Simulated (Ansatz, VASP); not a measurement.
## Two plane-wave programs on Ta2AlF3

```
Ta Al F
1.0
     4.50027    0.00000    0.00000
    -2.25014    3.89735    0.00000
     0.00000    0.00000    4.86840
Ta Al F
2 1 3
Direct
  0.33333 0.66667 0.50000
  0.66667 0.33333 0.50000
  0.00000 0.00000 0.50000
  0.34768 0.00000 0.50000
  0.00000 0.34768 0.50000
  0.65232 0.65232 0.50000
```

Alike in both runs: task single point; functional PBE; k mesh 6 × 6 × 4; occupations gaussian, width 0.1 eV; no spin polarisation.

|  | VASP | Ansatz |
| --- | --- | --- |
| version | VASP 6.6.1 | Ansatz 0.2.0 |
| potentials or method | VASP PAW PBE potentials, release 64 (Ta_pv, Al, F), cutoff 520 eV | scalar-relativistic, plane waves, PAW |
| valence electrons in the cell | 46 | 50 |

|  | VASP | Ansatz | Ansatz less VASP |
| --- | --- | --- | --- |
| gap on the k mesh at the Fermi level (eV) | none | none | - |
| rms of the force components (eV/Å) | 14.077 | 12.632 | -1.4452 |

Atom by atom the forces differ by 1.445 eV/Å (rms over components). A gap of «none» marks a metal or a gap that the smearing closes. VASP's potentials hold 46 valence electrons a cell and Ansatz's 50, so a difference there can come from the potentials and not from the codes.

Neither program's run includes spin-orbit coupling.
